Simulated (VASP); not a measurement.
Here is a VASP 6.6.1 calculation.

The input INCAR:

```
ALGO     = Normal         # electronic algorithm
EDIFF    = 1E-6           # SCF threshold, eV
ENCUT    = 520            # plane-wave cutoff, eV
GGA      = PE             # functional
ISIF     = 2              # what is computed and relaxed
ISMEAR   = 0              # smearing method
LASPH    = T              # aspherical terms in the spheres
LCHARG   = T              # write CHGCAR
LELF     = T              # ELF
LREAL    = F              # projectors in reciprocal space
LVHAR    = T            
LWAVE    = F              # write WAVECAR
NBANDS   = 22             # bands
NELM     = 100            # most SCF steps
PREC     = Accurate       # precision mode
SIGMA    = 0.1            # smearing width, eV
```

Contents of KPOINTS:

```
k-points
0
Gamma
  4 4 4
```

File POSCAR:

```
Si3BTe2
1.0
    3.2136455988      0.0000000000      0.0000000000
    0.0000000000      3.2136455988      0.0000000000
    0.0000000000      0.0000000000     11.1487976765
Si B Te
3 1 2
Direct
    0.0000000000      0.0000000000      0.0000000000
    0.5000000000      0.0000000000      0.8418649196
    0.0000000000      0.5000000000      0.1581350804
    0.5000000000      0.5000000000      0.0000000000
    0.5000000000      0.0000000000      0.3454984985
    0.0000000000      0.5000000000      0.6545015015
```

Potentials or basis: VASP PAW PBE potentials, release 64 (Si, B, Te).

The run is started by

```bash
$ cat potpaw_PBE.64/Si/POTCAR potpaw_PBE.64/B/POTCAR potpaw_PBE.64/Te/POTCAR > POTCAR
$ mpirun -np 1 vasp_std > vasp.out
```

Task: Estimate the pressure.

Result: -0.1 GPa.

Task: Predict the largest force.

Result: 0.021 eV/Å.

Forces in eV/Å, atoms in the order of the input:
```
Si   0.000  0.000  0.000
Si   0.000  0.000  0.021
Si   0.000  0.000 -0.021
B    0.000  0.000  0.000
Te   0.000  0.000  0.006
Te   0.000  0.000 -0.006
```

Caveat: the k points lie up to 0.49 Å⁻¹ apart, too coarse for converged energies and pressures of a metal; this functional lacks dispersion, which binds layers or chains, so the pressure and a relaxed spacing across them are unreliable.
